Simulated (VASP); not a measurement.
ZnSe, 2 atoms in the cell. It takes space group I-4m2 (No. 119, tetragonal). Conventional cell: a = 4.214 Å, b = 4.214 Å, c = 5.725 Å, α = 90.00°, β = 90.00°, γ = 90.00°. Within 3.4 Å of Zn (site symmetry -4m2) lie 4 Se at 2.55 Å. Se (site symmetry -4m2) has 4 Zn at 2.55 Å within 3.4 Å.  This cell differs from its parent crystal: volume 25.420 Å^3 an atom, c/a of the conventional cell 0.9606.

* Program: VASP 6.6.1
* Task: single point
* Functional: PBE
* Potentials or basis: VASP PAW PBE potentials, release 64 (Zn, Se)
* Cutoff: 520 eV
* k mesh: 10 × 10 × 10
* Occupations: gaussian, width 0.05 eV
* Spin: no spin polarisation
* Dipole correction: no
* Further INCAR settings: ALGO = Normal; EDIFF = 1e-07; NBANDS = 16

Potentials or basis: VASP PAW PBE potentials, release 64 (Zn, Se).

Run with:

```console
$ cat potpaw_PBE.64/Zn/POTCAR potpaw_PBE.64/Se/POTCAR > POTCAR
$ mpirun -np 1 vasp_std > vasp.out
```

Hardware: 1 thread of AMD EPYC 7R43 64-Core Processor (Zen 3) (shared host).

Task: Estimate the wall time of this run.

Result: It took 72 s on 1 thread of AMD EPYC 7R43 64-Core Processor (Zen 3), with other jobs on the host, peak memory 0.2 GiB. Counts: scf iterations 14, k points 102.
